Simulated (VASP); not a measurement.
# CO2 in VASP: further runs

CO2 is run at these levels: PBE; tasks: single point.

Everything below comes from runs of VASP 6.6.1. Logs are shortened: lines on timing, memory, paths and dates and some standing lists are left out, and cuts for length are marked.

## 1. The cell of the first run

The structure is orthorhombic, space group Pbca (No. 61). The conventional cell has a = 5.670 Å, b = 5.670 Å, c = 5.808 Å, α = 90.00°, β = 90.00°, γ = 90.00°. C (site symmetry -1) has 2 O at 1.10 Å within 1.5 Å. Within 1.5 Å of O (site symmetry 1) lie 1 C at 1.10 Å.

## 2. Single point, PBE (15.56 Å³/atom)

Contents of INCAR:

```
PREC = Accurate
ENCUT = 520
EDIFF = 1E-6
ISMEAR = 0
SIGMA = 0.05
LREAL = False
LASPH = True
NELM = 100
ALGO = Normal
ISIF = 2
LWAVE = False
LCHARG = False
GGA = PE
NBANDS = 44
```

Contents of KPOINTS:

```
regular mesh
0
Gamma
  4 4 4
```

Contents of POSCAR:

```
CO2
1.0
    5.6700000099      0.0000000000      0.0000000000
    0.0000000000      5.6700000099      0.0000000000
    0.0000000000      0.0000000000      5.8083480102
C O
4 8
Direct
    0.0000000000      0.0000000000      0.0000000000
    0.5000000000      0.0000000000      0.5000000000
    0.5000000000      0.5000000000      0.0000000000
    0.0000000000      0.5000000000      0.5000000000
    0.1114834447      0.1114834447      0.1114834447
    0.3885165553      0.8885165553      0.6114834447
    0.6114834447      0.3885165553      0.8885165553
    0.8885165553      0.6114834447      0.3885165553
    0.8885165553      0.8885165553      0.8885165553
    0.6114834447      0.1114834447      0.3885165553
    0.3885165553      0.6114834447      0.1114834447
    0.1114834447      0.3885165553      0.6114834447
```

Potentials or basis: VASP PAW PBE potentials, release 64 (C, O).

On the command line:

```sh
> cat potpaw_PBE.64/C/POTCAR potpaw_PBE.64/O/POTCAR > POTCAR
> mpirun -np 1 vasp_std > vasp.out
```

OUTCAR:

```text
PREC = Accurate
   ENCUT = 520
   EDIFF = 1E-6
   ISMEAR = 0
   LREAL = False
   LASPH = True
   NELM = 100
   ISIF = 2
   GGA = PE

 ion  position               nearest neighbor table
   1  0.000  0.000  0.000-   5 1.10   9 1.10
   2  0.500  0.000  0.500-   6 1.10  10 1.10
   3  0.500  0.500  0.000-   7 1.10  11 1.10
   4  0.000  0.500  0.500-   8 1.10  12 1.10
   5  0.111  0.111  0.111-   1 1.10
   6  0.389  0.889  0.611-   2 1.10
   7  0.611  0.389  0.889-   3 1.10
   8  0.889  0.611  0.389-   4 1.10
   9  0.889  0.889  0.889-   1 1.10
  10  0.611  0.111  0.389-   2 1.10
  11  0.389  0.611  0.111-   3 1.10
  12  0.111  0.389  0.611-   4 1.10

  LATTYP: Found a simple tetragonal cell.
 ALAT       =     5.6700000099
 C/A-ratio  =     1.0244000000

  Lattice vectors:

 A1 = (   5.6700000099,   0.0000000000,   0.0000000000)
 A2 = (   0.0000000000,   5.6700000099,   0.0000000000)
 A3 = (   0.0000000000,   0.0000000000,   5.8083480102)

Analysis of symmetry for initial positions (statically):
=====================================================================
 Subroutine PRICEL returns:
 Original cell was already a primitive cell.

 Routine SETGRP: Setting up the symmetry group for a
 simple tetragonal supercell.

 Subroutine GETGRP returns: Found  8 space group operations
 (whereof  2 operations were pure point group operations)
 out of a pool of 16 trial point group operations.

The static configuration has the point symmetry S_2 .
 The point group associated with its full space group is D_2h.

Analysis of symmetry for dynamics (positions and initial velocities):
=====================================================================
 Subroutine PRICEL returns:
 Original cell was already a primitive cell.

 Routine SETGRP: Setting up the symmetry group for a
 simple tetragonal supercell.

 Subroutine GETGRP returns: Found  8 space group operations
 (whereof  2 operations were pure point group operations)
 out of a pool of 16 trial point group operations.

The dynamic configuration has the point symmetry S_2 .
 The point group associated with its full space group is D_2h.

 Subroutine INISYM returns: Found  8 space group operations
 (whereof  2 operations are pure point group operations),
 and found     1 'primitive' translations

----------------------------------------------------------------------------------------

                                     Primitive cell

  volume of cell :     186.7320

  direct lattice vectors                    reciprocal lattice vectors
     5.670000010  0.000000000  0.000000000     0.176366843  0.000000000  0.000000000
     0.000000000  5.670000010  0.000000000     0.000000000  0.176366843  0.000000000
     0.000000000  0.000000000  5.808348010     0.000000000  0.000000000  0.172165993

  length of vectors
     5.670000010  5.670000010  5.808348010     0.176366843  0.176366843  0.172165993

  position of ions in fractional coordinates (direct lattice)
     0.000000000  0.000000000  0.000000000
     0.500000000  0.000000000  0.500000000
     0.500000000  0.500000000  0.000000000
     0.000000000  0.500000000  0.500000000
     0.111483445  0.111483445  0.111483445
     0.388516555  0.888516555  0.611483445
     0.611483445  0.388516555  0.888516555
     0.888516555  0.611483445  0.388516555
     0.888516555  0.888516555  0.888516555
     0.611483445  0.111483445  0.388516555
     0.388516555  0.611483445  0.111483445
     0.111483445  0.388516555  0.611483445

  ion indices of the primitive-cell ions
   primitive index   ion index
                 1           1
                 2           2
                 3           3
                 4           4
                 5           5
                 6           6
                 7           7
                 8           8
                 9           9
                10          10
                11          11
                12          12

----------------------------------------------------------------------------------------

 KPOINTS: regular mesh

Automatic generation of k-mesh.
 Grid dimensions read from file:
 generate k-points for:    4    4    4

 Generating k-lattice:

  Cartesian coordinates                     Fractional coordinates (reciprocal lattice)
     0.044091711  0.000000000  0.000000000     0.250000000  0.000000000  0.000000000
     0.000000000  0.044091711  0.000000000     0.000000000  0.250000000  0.000000000
     0.000000000  0.000000000  0.043041498     0.000000000  0.000000000  0.250000000

  Length of vectors
     0.044091711  0.044091711  0.043041498

  Shift w.r.t. Gamma in fractional coordinates (k-lattice)
     0.000000000  0.000000000  0.000000000

 Subroutine IBZKPT returns following result:
 ===========================================

 Found     27 irreducible k-points:

 Following reciprocal coordinates:
            Coordinates               Weight
  0.000000  0.000000  0.000000      1.000000
  0.250000  0.000000  0.000000      2.000000
  0.000000  0.250000  0.000000      2.000000
  0.500000  0.000000  0.000000      1.000000
  0.000000  0.500000  0.000000      1.000000
  0.250000  0.250000  0.000000      4.000000
[... 16 lines left out ...]
  0.000000  0.500000  0.500000      1.000000
  0.250000  0.250000  0.500000      4.000000
 [... further k-points ...]
   k-points           NKPTS =     27   k-points in BZ     NKDIM =     27   number of bands    NBANDS=     44
   number of dos      NEDOS =    301   number of ions     NIONS =     12
   total plane-waves  NPLWV =  84672
   dimension x,y,z NGX =    42 NGY =   42 NGZ =   48
   dimension x,y,z NGXF=    84 NGYF=   84 NGZF=   96
   ions per type =               4   8
   NGX,Y,Z   is equivalent  to a cutoff of  12.31, 12.31, 13.74 a.u.
   NGXF,Y,Z  is equivalent  to a cutoff of  24.63, 24.63, 27.48 a.u.
 SYSTEM =  unknown system
   PREC   = accura    normal or accurate (medium, high low for compatibility)
   ISTART =      0    job   : 0-new  1-cont  2-samecut
   ICHARG =      2    charge: 1-file 2-atom 10-const
   ISPIN  =      1    spin polarized calculation?
   LNONCOLLINEAR =      F non collinear calculations
   LSORBIT =      F    spin-orbit coupling
   LASPH  =      T    aspherical Exc in radial PAW
   ENCUT  =  520.0 eV  38.22 Ry    6.18 a.u.  10.54 10.54 10.80*2*pi/ulx,y,z
   NELM   =    100;   NELMIN=  2; NELMDL= -5     # of ELM steps
   EDIFF  = 0.1E-05   stopping-criterion for ELM
   LREAL  =      F    real-space projection
[... 7 lines left out ...]
   TEBEG  =    0.0;   TEEND  =   0.0 temperature during run
   PSTRESS=    0.0 pullay stress
   NELECT =      64.0000    total number of electrons
   NUPDOWN=      -1.0000    fix difference up-down
   EMIN   =  10.00;   EMAX   =-10.00  energy-range for DOS
   EFERMI =   0.00;   METHOD = LEGACY
   ISMEAR =     0;   SIGMA  =   0.05  broadening in eV -4-tet -1-fermi 0-gaus
   EFERMI_NEDOS =   21; number of points for ismear=-14 and -15
   IALGO  =     38    algorithm
   IMIX   =      4    mixing-type and parameters
     AMIX     =   0.40;   BMIX     =  1.00
     AMIX_MAG =   1.60;   BMIX_MAG =  1.00
  volume/ion in A,a.u.               =      15.56       105.01
  Fermi-wavevector in a.u.,A,eV,Ry     =   1.145676  2.165014 17.858654  1.312574
  Thomas-Fermi vector in A             =   2.282364
   LORBIT       =      0    0 simple, 1 ext, 2 COOP (PROOUT), +10 PAW based schemes
   GGA     = PE    functional components
   LHFCALC =     F    Hartree Fock is set to
   AEXX    =    0.0000 exact exchange contribution
   IVDW    =     0    specifies the selected vdW correction
   LEPSILON=     F    determine dielectric tensor
   LRPA    =     F    only Hartree local field effects (RPA)
 non-spin polarized calculation
 Gauss-broadening in eV      SIGMA  =   0.05
  energy-cutoff  :      520.00
  volume of cell :      186.73
 maximum number of plane-waves:      5050
   NGX = 21   NGY = 21   NGZ = 21

 number of electron      64.0000044 magnetization

 Free energy of the ion-electron system (eV)
  ---------------------------------------------------
  ext. energy  EPLUGINS =         0.00000000
  ---------------------------------------------------
  free energy    TOTEN  =       -89.74126913 eV

  energy without entropy =      -89.74126913  energy(sigma->0) =      -89.74126913

 E-fermi :  -3.8606     XC(G=0):  -7.4985

 val. band max:       -4.1044642113   @ k =   0.0000   0.0000   0.0000
 cond. band min:       3.1116406909   @ k =   0.0000   0.0000   0.0000
 fundamental gap:      7.2161049022
 Fermi energy:        -3.8605927772

 k-point     1 :       0.0000    0.0000    0.0000
  band No.  band energies     occupation
      1     -25.3369      2.00000
      2     -25.2090      2.00000
      3     -25.2012      2.00000
      4     -25.2003      2.00000
      5     -24.2886      2.00000
      6     -24.2828      2.00000
[... 36 lines left out ...]
     43       7.2478      0.00000
     44       7.2490      0.00000

 k-point     2 :       0.2500    0.0000    0.0000
  band No.  band energies     occupation
      1     -25.3178      2.00000
      2     -25.2213      2.00000
      3     -25.2077      2.00000
      4     -25.2023      2.00000
      5     -24.2838      2.00000
      6     -24.2824      2.00000
[... 36 lines left out ...]
     43       7.4587      0.00000
     44       7.5897      0.00000

 k-point     3 :       0.0000    0.2500    0.0000
  band No.  band energies     occupation
      1     -25.3178      2.00000
      2     -25.2222      2.00000
      3     -25.2074      2.00000
      4     -25.2016      2.00000
      5     -24.2873      2.00000
      6     -24.2832      2.00000
[... 976 lines left out ...]
     43       6.0564      0.00000
     44       6.0564      0.00000

 k-point    24 :       0.2500    0.2500    0.5000
  band No.  band energies     occupation
      1     -25.2557      2.00000
      2     -25.2557      2.00000
      3     -25.2189      2.00000
      4     -25.2189      2.00000
      5     -24.2810      2.00000
      6     -24.2810      2.00000
[... 36 lines left out ...]
     43       7.0121      0.00000
     44       7.0121      0.00000

 [... further k-points ...]
[... 5 lines left out ...]
  --------------------------------------------------------------------------------------
  -------------------------------------------------------------------------------------
  Total       27.5493351     27.5558776     28.7083902      0.0000000      0.0000000      0.0000000
  in kB      236.3757694    236.4319047    246.3205661      0.0000000      0.0000000      0.0000000
  external PRESSURE =     239.7094134 kB  Pullay stress =       0.0000000 kB

 VOLUME and BASIS-vectors are now :
 -----------------------------------------------------------------------------
  energy-cutoff  :      520.00
  volume of cell :      186.73
      direct lattice vectors                 reciprocal lattice vectors
     5.670000010  0.000000000  0.000000000     0.176366843  0.000000000  0.000000000
     0.000000000  5.670000010  0.000000000     0.000000000  0.176366843  0.000000000
     0.000000000  0.000000000  5.808348010     0.000000000  0.000000000  0.172165993

 POSITION                                       TOTAL-FORCE (eV/Angst)
 -----------------------------------------------------------------------------------
      0.00000      0.00000      0.00000         0.000000      0.000000      0.000000
      2.83500      0.00000      2.90417         0.000000      0.000000      0.000000
      2.83500      2.83500      0.00000         0.000000      0.000000      0.000000
      0.00000      2.83500      2.90417         0.000000      0.000000      0.000000
      0.63211      0.63211      0.64753         5.388417      5.394289      5.515967
      2.20289      5.03789      3.55171        -5.388417     -5.394289      5.515967
      3.46711      2.20289      5.16081         5.388417     -5.394289     -5.515967
      5.03789      3.46711      2.25664        -5.388417      5.394289     -5.515967
      5.03789      5.03789      5.16081        -5.388417     -5.394289     -5.515967
      3.46711      0.63211      2.25664         5.388417      5.394289     -5.515967
      2.20289      3.46711      0.64753        -5.388417      5.394289      5.515967
      0.63211      2.20289      3.55171         5.388417     -5.394289      5.515967
 -----------------------------------------------------------------------------------
    total drift:                               -0.000000      0.000000      0.000000

  FREE ENERGIE OF THE ION-ELECTRON SYSTEM (eV)
  ---------------------------------------------------
  free  energy   TOTEN  =       -89.7412691259 eV

  energy  without entropy=      -89.7412691259  energy(sigma->0) =      -89.74126913
```

It took 98 s on 1 thread of AMD EPYC 9R45 (Zen 5), shared host; peak memory 0.33 GiB.

Results:

```
Free energy            : -89.7413 eV
Pressure               : 24.0 GPa
Largest force          : 9.411 eV/Å
Band gap on the k mesh : 7.22 eV
```

Forces in eV/Å, atoms in the order of the input:
```
C    0.000  0.000  0.000
C    0.000  0.000  0.000
C    0.000  0.000  0.000
C    0.000  0.000  0.000
O    5.388  5.394  5.516
O   -5.388 -5.394  5.516
O    5.388 -5.394 -5.516
O   -5.388  5.394 -5.516
O   -5.388 -5.394 -5.516
O    5.388  5.394 -5.516
O   -5.388  5.394  5.516
O    5.388 -5.394  5.516
```

Stress tensor (GPa, compression positive):
```
23.64  0.00  0.00
 0.00 23.64  0.00
 0.00  0.00 24.63
```

Caveat: the cell stands under pressure; this functional lacks dispersion, which holds the molecules together, so the pressure and a relaxed volume are unreliable; forces of over 1 eV/Å act on the atoms, so gaps and moduli don't describe the material at rest.

[end of part 1 of 2]
